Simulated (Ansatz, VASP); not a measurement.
# MnSi in VASP and in Ansatz

```
Mn Si
1.0
     4.40000    0.00000    0.00000
     0.00000    4.40000    0.00000
     0.00000    0.00000    4.40000
Mn Si
4 4
Direct
  0.13793 0.13793 0.13793
  0.63793 0.36207 0.86207
  0.86207 0.63793 0.36207
  0.36207 0.86207 0.63793
  0.84566 0.84566 0.84566
  0.34566 0.65434 0.15434
  0.15434 0.34566 0.65434
  0.65434 0.15434 0.34566
```

Alike in both runs: functional LDA; k mesh 8 × 8 × 8; occupations fermi-dirac, width 0.03 eV; collinear spin.

Ansatz relaxed the structure, and its values are those at the end. VASP's run is a single point on that final structure, the one shown.

```csv
,VASP,Ansatz
version,VASP 6.6.1,Ansatz 0.2.0
potentials or method,"VASP PAW LDA potentials, release 64 (Mn_pv, Si)","scalar-relativistic, plane waves, PAW"
plane-wave cutoff (eV),520,420
valence electrons in the cell,68,76
```

|  | VASP | Ansatz | Ansatz less VASP |
| --- | --- | --- | --- |
| gap on the k mesh at the Fermi level (eV) | none | none | - |
| pressure (GPa) | 4.4 | 4.2 | -0.15 |
| rms of the force components (eV/Å) | 0.011 | 0.001 | -0.0107 |
| net moment per atom (μB) | 0.19 | 0.24 | +0.048 |
| size of the moment on the site where the two differ most (μB) | 0.39 | 0.47 | +0.075 |

LDA's correlation is that of Perdew and Zunger in VASP and of Perdew and Wang (1992) in Ansatz. Site moments also hang on the region over which each program counts them. A gap of «none» marks a metal or a gap that the smearing closes. VASP's potentials hold 68 valence electrons a cell and Ansatz's 76, so a difference there can come from the potentials and not from the codes. Ansatz's warnings: stress scf threshold loose.
